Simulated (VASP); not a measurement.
# Ge (I4_1/amd) in VASP: notebook

Runs on Ge. Level: r2SCAN. Tasks: single point, relaxation of cell and atoms.

Everything below comes from runs of VASP 6.6.1. Logs are shortened: lines on timing, memory, paths and dates and some standing lists are left out, and cuts for length are marked.

## Step 1: The cell of the first run

The structure is tetragonal, space group I4_1/amd (No. 141). Conventional cell: a = 4.871 Å, b = 4.871 Å, c = 2.769 Å, α = 90.00°, β = 90.00°, γ = 90.00°. Ge (site symmetry -4m2) has 10 Ge at 2.53 to 3.20 Å within 3.3 Å.

## Step 2: Single point, r2SCAN

POSCAR reads:

```
Ge
1.0
   -2.4356806932      2.4356806932      1.3847370087
    2.4356806932     -2.4356806932      1.3847370087
    2.4356806932      2.4356806932     -1.3847370087
Ge
2
Direct
    0.2500000000      0.7500000000      0.5000000000
    0.5000000000      0.5000000000      0.0000000000
```

INCAR.step1 reads:

```
ALGO     = Normal         # electronic algorithm
EDIFF    = 1E-4           # SCF threshold, eV
ENCUT    = 520            # plane-wave cutoff, eV
GGA      = PE             # functional
ISMEAR   = 0              # smearing method
LASPH    = True           # aspherical terms in the spheres
LCHARG   = False          # write CHGCAR
LREAL    = False          # projectors in reciprocal space
LWAVE    = True           # write WAVECAR
NBANDS   = 21             # bands
NELM     = 60             # most SCF steps
PREC     = Accurate       # precision mode
SIGMA    = 0.1            # smearing width, eV
```

INCAR.step2 reads:

```
ALGO     = Normal         # electronic algorithm
EDIFF    = 1E-6           # SCF threshold, eV
ENCUT    = 520            # plane-wave cutoff, eV
ISIF     = 2              # what is computed and relaxed
ISMEAR   = 0              # smearing method
ISTART   = 1            
LASPH    = True           # aspherical terms in the spheres
LCHARG   = False          # write CHGCAR
LMIXTAU  = True         
LREAL    = False          # projectors in reciprocal space
LWAVE    = False          # write WAVECAR
METAGGA  = R2SCAN         # meta-GGA
NBANDS   = 21             # bands
NELM     = 60             # most SCF steps
PREC     = Accurate       # precision mode
SIGMA    = 0.1            # smearing width, eV
```

KPOINTS reads:

```
k-points
0
Gamma
  8 8 8
```

Potentials or basis: VASP PAW PBE potentials, release 64 (Ge_d).

Launch:

```sh
$ cat potpaw_PBE.64/Ge_d/POTCAR > POTCAR
$ cp INCAR.step1 INCAR
$ mpirun -np 1 vasp_std > vasp.out
$ cp INCAR.step2 INCAR
$ mpirun -np 1 vasp_std > vasp.out
```

OUTCAR:

```text
EDIFF = 1E-6
   ENCUT = 520
   ISIF = 2
   ISMEAR = 0
   ISTART = 1
   LASPH = True
   LREAL = False
   METAGGA = R2SCAN
   NELM = 60
   PREC = Accurate

 ion  position               nearest neighbor table
   1  0.250  0.750  0.500-   2 2.53   2 2.53   2 2.53   2 2.53
   2  0.500  0.500  0.000-   1 2.53   1 2.53   1 2.53   1 2.53

  LATTYP: Found a body centered tetragonal cell.
 ALAT       =     4.8713613864
 C/A-ratio  =     0.5685215688

  Lattice vectors:

 A1 = (  -2.4356806932,   2.4356806932,   1.3847370087)
 A2 = (   2.4356806932,  -2.4356806932,   1.3847370087)
 A3 = (   2.4356806932,   2.4356806932,  -1.3847370087)

Analysis of symmetry for initial positions (statically):
=====================================================================
 Subroutine PRICEL returns:
 Original cell was already a primitive cell.

 Routine SETGRP: Setting up the symmetry group for a
 body centered tetragonal supercell.

 Subroutine GETGRP returns: Found 16 space group operations
 (whereof  8 operations were pure point group operations)
 out of a pool of 16 trial point group operations.

The static configuration has the point symmetry D_2d.
 The point group associated with its full space group is D_4h.

Analysis of symmetry for dynamics (positions and initial velocities):
=====================================================================
 Subroutine PRICEL returns:
 Original cell was already a primitive cell.

 Routine SETGRP: Setting up the symmetry group for a
 body centered tetragonal supercell.

 Subroutine GETGRP returns: Found 16 space group operations
 (whereof  8 operations were pure point group operations)
 out of a pool of 16 trial point group operations.

The dynamic configuration has the point symmetry D_2d.
 The point group associated with its full space group is D_4h.

 Subroutine INISYM returns: Found 16 space group operations
 (whereof  8 operations are pure point group operations),
 and found     1 'primitive' translations

----------------------------------------------------------------------------------------

                                     Primitive cell

  volume of cell :      32.8600

  direct lattice vectors                    reciprocal lattice vectors
    -2.435680693  2.435680693  1.384737009     0.000000000  0.205281424  0.361079394
     2.435680693 -2.435680693  1.384737009     0.205281424  0.000000000  0.361079394
     2.435680693  2.435680693 -1.384737009     0.205281424  0.205281424  0.000000000

  length of vectors
     3.712489389  3.712489389  3.712489389     0.415353815  0.415353815  0.290311773

  position of ions in fractional coordinates (direct lattice)
     0.250000000  0.750000000  0.500000000
     0.500000000  0.500000000  0.000000000

  ion indices of the primitive-cell ions
   primitive index   ion index
                 1           1
                 2           2

----------------------------------------------------------------------------------------

 KPOINTS: k-points

Automatic generation of k-mesh.
 Grid dimensions read from file:
 generate k-points for:    8    8    8

 Generating k-lattice:

  Cartesian coordinates                     Fractional coordinates (reciprocal lattice)
     0.000000000  0.025660178  0.045134924     0.125000000  0.000000000  0.000000000
     0.025660178  0.000000000  0.045134924     0.000000000  0.125000000  0.000000000
     0.025660178  0.025660178  0.000000000     0.000000000  0.000000000  0.125000000

  Length of vectors
     0.051919227  0.051919227  0.036288972

  Shift w.r.t. Gamma in fractional coordinates (k-lattice)
     0.000000000  0.000000000  0.000000000

 Subroutine IBZKPT returns following result:
 ===========================================

 Found     59 irreducible k-points:

 Following reciprocal coordinates:
            Coordinates               Weight
  0.000000  0.000000  0.000000      1.000000
  0.125000 -0.000000  0.000000      8.000000
  0.250000 -0.000000  0.000000      8.000000
  0.375000  0.000000  0.000000      8.000000
  0.500000 -0.000000  0.000000      4.000000
  0.125000  0.125000  0.000000      8.000000
[... 16 lines left out ...]
  0.250000  0.125000  0.125000     16.000000
  0.375000  0.125000  0.125000      8.000000
 [... further k-points ...]
   k-points           NKPTS =     59   k-points in BZ     NKDIM =     59   number of bands    NBANDS=     21
   number of dos      NEDOS =    301   number of ions     NIONS =      2
   total plane-waves  NPLWV =  21952
   dimension x,y,z NGX =    28 NGY =   28 NGZ =   28
   dimension x,y,z NGXF=    56 NGYF=   56 NGZF=   56
   ions per type =               2
   NGX,Y,Z   is equivalent  to a cutoff of  12.54, 12.54, 12.54 a.u.
   NGXF,Y,Z  is equivalent  to a cutoff of  25.08, 25.08, 25.08 a.u.
 SYSTEM =  unknown system
   PREC   = accura    normal or accurate (medium, high low for compatibility)
   ISTART =      1    job   : 0-new  1-cont  2-samecut
   ICHARG =      0    charge: 1-file 2-atom 10-const
   ISPIN  =      1    spin polarized calculation?
   LNONCOLLINEAR =      F non collinear calculations
   LSORBIT =      F    spin-orbit coupling
   LASPH  =      T    aspherical Exc in radial PAW
   ENCUT  =  520.0 eV  38.22 Ry    6.18 a.u.   6.90  6.90  6.90*2*pi/ulx,y,z
   NELM   =     60;   NELMIN=  2; NELMDL=  0     # of ELM steps
   EDIFF  = 0.1E-05   stopping-criterion for ELM
   LREAL  =      F    real-space projection
   EDIFFG = 0.1E-04   stopping-criterion for IOM
   NSW    =      0    number of steps for IOM
   IBRION =     -1    ionic relax: 0-MD 1-quasi-New 2-CG
   NFREE  =      0    steps in history (QN), initial steepest desc. (CG)
   ISIF   =      2    stress and relaxation
   ISYM   =      2    0-nonsym 1-usesym 2-fastsym
   POTIM  = 0.5000    time-step for ionic-motion
   TEBEG  =    0.0;   TEEND  =   0.0 temperature during run
   PSTRESS=    0.0 pullay stress
   NELECT =      28.0000    total number of electrons
   NUPDOWN=      -1.0000    fix difference up-down
   EMIN   =  10.00;   EMAX   =-10.00  energy-range for DOS
   EFERMI =   0.00;   METHOD = LEGACY
   ISMEAR =     0;   SIGMA  =   0.10  broadening in eV -4-tet -1-fermi 0-gaus
   EFERMI_NEDOS =   21; number of points for ismear=-14 and -15
   IALGO  =     38    algorithm
   IMIX   =      4    mixing-type and parameters
     AMIX     =   0.40;   BMIX     =  1.00
     AMIX_MAG =   1.60;   BMIX_MAG =  1.00
  volume/ion in A,a.u.               =      16.43       110.88
  Fermi-wavevector in a.u.,A,eV,Ry     =   1.552047  2.932943 32.774388  2.408850
  Thomas-Fermi vector in A             =   2.656479
   LORBIT       =      0    0 simple, 1 ext, 2 COOP (PROOUT), +10 PAW based schemes
   METAGGA = R2SCAN    functional components
   LHFCALC =     F    Hartree Fock is set to
   AEXX    =    0.0000 exact exchange contribution
   IVDW    =     0    specifies the selected vdW correction
   LEPSILON=     F    determine dielectric tensor
   LRPA    =     F    only Hartree local field effects (RPA)
 non-spin polarized calculation
 Gauss-broadening in eV      SIGMA  =   0.10
  energy-cutoff  :      520.00
  volume of cell :       32.86
 maximum number of plane-waves:       904
   NGX = 13   NGY = 13   NGZ = 13

 number of electron      28.0000018 magnetization

 Free energy of the ion-electron system (eV)
  ---------------------------------------------------
  ext. energy  EPLUGINS =         0.00000000
  ---------------------------------------------------
  free energy    TOTEN  =       -26.86679281 eV

  energy without entropy =      -26.86326982  energy(sigma->0) =      -26.86503132

 E-fermi :   8.0602     XC(G=0): -13.0936

 val. band max:        8.0423358851   @ k =   0.5000   0.1250   0.0000
 cond. band min:       8.2003551693   @ k =   0.5000   0.2500   0.1250
 fundamental gap:      0.1580192842
 Fermi energy:         8.0602055763

 k-point     1 :       0.0000    0.0000    0.0000
  band No.  band energies     occupation
      1     -17.5761      2.00000
      2     -17.4655      2.00000
      3     -17.4567      2.00000
      4     -17.4156      2.00000
      5     -17.2968      2.00000
      6     -17.2968      2.00000
[... 13 lines left out ...]
     20      21.5045      0.00000
     21      21.8878      0.00000

 k-point     2 :       0.1250   -0.0000    0.0000
  band No.  band energies     occupation
      1     -17.5671      2.00000
      2     -17.4530      2.00000
      3     -17.4374      2.00000
      4     -17.3916      2.00000
      5     -17.3152      2.00000
      6     -17.3067      2.00000
[... 13 lines left out ...]
     20      19.7411      0.00000
     21      20.6113      0.00000

 k-point     3 :       0.2500   -0.0000    0.0000
  band No.  band energies     occupation
      1     -17.5439      2.00000
      2     -17.4242      2.00000
      3     -17.4079      2.00000
      4     -17.3712      2.00000
      5     -17.3459      2.00000
      6     -17.3018      2.00000
[... 13 lines left out ...]
     20      17.7533      0.00000
     21      20.9214      0.00000

 k-point     4 :       0.3750    0.0000    0.0000
  band No.  band energies     occupation
      1     -17.5197      2.00000
      2     -17.4131      2.00000
      3     -17.4078      2.00000
      4     -17.3937      2.00000
      5     -17.3497      2.00000
      6     -17.3202      2.00000
[... 13 lines left out ...]
     20      18.4639      0.00000
     21      22.7183      0.00000

 k-point     5 :       0.5000   -0.0000    0.0000
  band No.  band energies     occupation
      1     -17.5060      2.00000
      2     -17.4346      2.00000
      3     -17.4191      2.00000
      4     -17.3885      2.00000
      5     -17.3362      2.00000
      6     -17.3284      2.00000
[... 13 lines left out ...]
     20      21.6865      0.00000
     21      22.4408      0.00000
[... 382 lines left out ...]
     20      19.8143      0.00000
     21      24.0199      0.00000

 k-point    22 :       0.1250    0.1250    0.1250
  band No.  band energies     occupation
      1     -17.5306      2.00000
      2     -17.4255      2.00000
      3     -17.4062      2.00000
      4     -17.3792      2.00000
      5     -17.3527      2.00000
      6     -17.2972      2.00000
[... 13 lines left out ...]
     20      18.3946      0.00000
     21      18.8185      0.00000

 k-point    23 :       0.2500    0.1250    0.1250
  band No.  band energies     occupation
      1     -17.5189      2.00000
      2     -17.4321      2.00000
      3     -17.4044      2.00000
      4     -17.3763      2.00000
      5     -17.3631      2.00000
      6     -17.2962      2.00000
[... 13 lines left out ...]
     20      18.9000      0.00000
     21      20.8162      0.00000

 k-point    24 :       0.3750    0.1250    0.1250
  band No.  band energies     occupation
      1     -17.5120      2.00000
      2     -17.4451      2.00000
      3     -17.4245      2.00000
      4     -17.3710      2.00000
      5     -17.3550      2.00000
      6     -17.2858      2.00000
[... 13 lines left out ...]
     20      19.5914      0.00000
     21      20.3557      0.00000

 [... further k-points ...]

------------------------ aborting loop because EDIFF is reached ----------------------------------------

  FORCE on cell =-STRESS in cart. coord.  units (eV):
  Direction    XX          YY          ZZ          XY          YZ          ZX
  --------------------------------------------------------------------------------------
  -------------------------------------------------------------------------------------
  Total        2.7109625      2.7109625      2.6722156      0.0000000      0.0000000      0.0000000
  in kB      132.1801045    132.1801045    130.2909007      0.0000000      0.0000000      0.0000000
  external PRESSURE =     131.5503699 kB  Pullay stress =       0.0000000 kB

 VOLUME and BASIS-vectors are now :
 -----------------------------------------------------------------------------
  energy-cutoff  :      520.00
  volume of cell :       32.86
      direct lattice vectors                 reciprocal lattice vectors
    -2.435680693  2.435680693  1.384737009     0.000000000  0.205281424  0.361079394
     2.435680693 -2.435680693  1.384737009     0.205281424  0.000000000  0.361079394
     2.435680693  2.435680693 -1.384737009     0.205281424  0.205281424  0.000000000

 POSITION                                       TOTAL-FORCE (eV/Angst)
 -----------------------------------------------------------------------------------
      2.43568      0.00000      0.69237         0.000000     -0.000000      0.000000
      0.00000      0.00000      1.38474        -0.000000      0.000000     -0.000000
 -----------------------------------------------------------------------------------
    total drift:                                0.000000     -0.000000      0.000000

  FREE ENERGIE OF THE ION-ELECTRON SYSTEM (eV)
  ---------------------------------------------------
  free  energy   TOTEN  =       -26.8667928093 eV

  energy  without entropy=      -26.8632698219  energy(sigma->0) =      -26.86503132
```

Run time: 69 s. Hardware: 1 thread of Intel Xeon 6975P-C (Granite Rapids), shared host; peak memory 0.18 GiB.

What came out:

| Quantity | Value |
| --- | --- |
| Free energy | -26.8668 eV |
| Pressure | 13.2 GPa |
| Band gap on the k mesh | zero (bands 14 and 15 overlap by 5.70 eV) |

Levels at points of the mesh, in eV from the Fermi level:
| k point | band 10 | band 11 | band 12 | band 13 | band 14 | band 15 | band 16 | band 17 | band 18 | band 19 |
| --- | --- | --- | --- | --- | --- | --- | --- | --- | --- | --- |
| (0.00, 0.00, 0.00) | -25.14 | -15.04 | -2.95 | -2.64 | -2.64 | 3.72 | 8.74 | 8.96 | 9.33 | 9.33 |
| (0.50, 0.00, 0.00) | -25.22 | -9.07 | -7.43 | -2.37 | -2.28 | -1.97 | 2.55 | 4.37 | 6.74 | 10.36 |
| (0.50, 0.50, 0.00) | -25.27 | -11.74 | -11.74 | 0.86 | 0.86 | 3.08 | 3.08 | 7.86 | 7.86 | 11.75 |
| (0.50, 0.50, 0.50) | -25.34 | -9.37 | -9.37 | -6.94 | -6.94 | 5.95 | 5.95 | 13.97 | 13.97 | 17.52 |

Caveat: the cell stands under pressure; the PAW data sets were made with another functional, which shifts forces and pressure a little.

## Step 3: Relaxation of cell and atoms, r2SCAN, target pressure 13.3 GPa, at which the enthalpy is minimised

POSCAR is that of step 2.

INCAR.step1 reads:

```
SYSTEM = Ge
ALGO     = Normal         ! electronic algorithm
EDIFF    = 1E-4           ! SCF threshold, eV
ENCUT    = 600            ! plane-wave cutoff, eV
GGA      = PE             ! functional
ISMEAR   = 0              ! smearing method
LASPH    = .TRUE.         ! aspherical terms in the spheres
LCHARG   = .FALSE.        ! write CHGCAR
LREAL    = .FALSE.        ! projectors in reciprocal space
LWAVE    = .TRUE.         ! write WAVECAR
NELM     = 80             ! most SCF steps
PREC     = Accurate       ! precision mode
SIGMA    = 0.1            ! smearing width, eV
```

INCAR.step2 reads:

```
SYSTEM = Ge
ALGO     = Normal         ! electronic algorithm
EDIFF    = 1E-6           ! SCF threshold, eV
EDIFFG   = -0.05          ! ionic threshold
ENCUT    = 600            ! plane-wave cutoff, eV
IBRION   = 2              ! ionic algorithm
ISIF     = 3              ! what is computed and relaxed
ISMEAR   = 0              ! smearing method
ISTART   = 1            
LASPH    = .TRUE.         ! aspherical terms in the spheres
LCHARG   = .FALSE.        ! write CHGCAR
LMIXTAU  = .TRUE.       
LREAL    = .FALSE.        ! projectors in reciprocal space
LWAVE    = .FALSE.        ! write WAVECAR
METAGGA  = R2SCAN         ! meta-GGA
NELM     = 80             ! most SCF steps
NSW      = 80             ! ionic steps
PREC     = Accurate       ! precision mode
PSTRESS  = 133.0        
SIGMA    = 0.1            ! smearing width, eV
```

KPOINTS reads:

```
k-points
0
G
  8 8 8
  0 0 0
```

Potentials or basis: VASP PAW PBE potentials, release 64 (Ge_d).

Launch:

```sh
$ cat potpaw_PBE.64/Ge_d/POTCAR > POTCAR
$ cp INCAR.step1 INCAR
$ mpirun -np 1 vasp_std > vasp.out
$ cp INCAR.step2 INCAR
$ mpirun -np 1 vasp_std > vasp.out
```

It took 69 s on 1 thread of Intel Xeon 6975P-C (Granite Rapids), shared host; peak memory 0.19 GiB.

Results (log left out):

```yaml
Free_energy: -26.8680 eV
Pressure_after_relaxing: 13.1 GPa
Band_gap_on_the_k_mesh: zero (bands 14 and 15 overlap by 5.70 eV)
```

Stress tensor (GPa, compression positive):
```
13.16  0.00  0.00
 0.00 13.16  0.00
 0.00  0.00 13.03
```

Final structure:
```yaml
crystal:
  lattice:
    - [-2.43568, 2.43568, 1.38474]
    - [2.43568, -2.43568, 1.38474]
    - [2.43568, 2.43568, -1.38474]
  atoms:
    - { symbol: Ge, position: [0.25000, 0.75000, 0.50000] }
    - { symbol: Ge, position: [0.50000, 0.50000, 0.00000] }
```

Levels at points of the mesh, in eV from the Fermi level:
| k point | band 12 | band 13 | band 14 | band 15 | band 16 | band 17 |
| --- | --- | --- | --- | --- | --- | --- |
| (0.00, 0.00, 0.00) | -2.95 | -2.64 | -2.64 | 3.72 | 8.74 | 8.96 |
| (0.50, 0.00, 0.00) | -7.43 | -2.37 | -2.28 | -1.98 | 2.55 | 4.37 |
| (0.50, 0.50, 0.00) | -11.74 | 0.86 | 0.86 | 3.08 | 3.08 | 7.86 |
| (0.50, 0.50, 0.50) | -9.37 | -6.94 | -6.94 | 5.95 | 5.95 | 13.97 |

Caveat: the relaxation stopped at its first step, so nothing moved; the cell is relaxed towards a set pressure, so the run minimises the enthalpy, not the energy; the PAW data sets were made with another functional, which shifts forces and pressure a little.

(Continued in part 2 of 2.)
